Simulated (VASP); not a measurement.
Here is a VASP 6.6.1 calculation.

Contents of INCAR:

```
SYSTEM = SnO
ALGO = Normal
EDIFF = 1E-6
ENCUT = 520
GGA = PE
ISIF = 2
ISMEAR = 0
LASPH = .True.
LCHARG = .False.
LREAL = .False.
LWAVE = .False.
NBANDS = 28
NELM = 60
PREC = Accurate
SIGMA = 0.15
```

KPOINTS

```
k-points
0
Gamma
  12 12 10
  0 0 0
```

The input POSCAR:

```
SnO
1.0
    3.2317000000      0.0000000000      0.0000000000
    0.0000000000      4.3723000000      0.0000000000
    0.0000000000      0.0000000000      4.8360000000
Sn O
2 2
Direct
    0.0000000000      0.5000000000      0.2385000000
    0.5000000000      0.0000000000      0.7615000000
    0.0000000000      0.0000000000      0.0000000000
    0.5000000000      0.5000000000      0.0000000000
```

Potentials or basis: VASP PAW PBE potentials, release 64 (Sn_d, O).

The run is started by

```console
$ cat potpaw_PBE.64/Sn_d/POTCAR potpaw_PBE.64/O/POTCAR > POTCAR
$ mpirun -np 1 vasp_std > vasp.out
```

Question: Estimate the band gap on the k mesh.

Answer: 0.03 eV (least direct gap 1.73 eV).

Question: Estimate the pressure.

Answer: 16.0 GPa.

Stress tensor (GPa, compression positive):
```
31.96  0.00  0.00
 0.00  0.91  0.00
 0.00  0.00 15.08
```

Caveat: the cell differs from its parent crystal (strain -0.1500 x Voigt [1, -1, 0, 0, 0, 0]); the stress differs along the axes, from 1 to 32 GPa; the smearing spreads over this small gap; semilocal functionals underestimate gaps, and a narrow one can read as zero; spin-orbit coupling is left out, which moves the levels of the heavy elements; forces of over 1 eV/Å act on the atoms, so gaps and moduli don't describe the material at rest. A k mesh can miss the band edges.
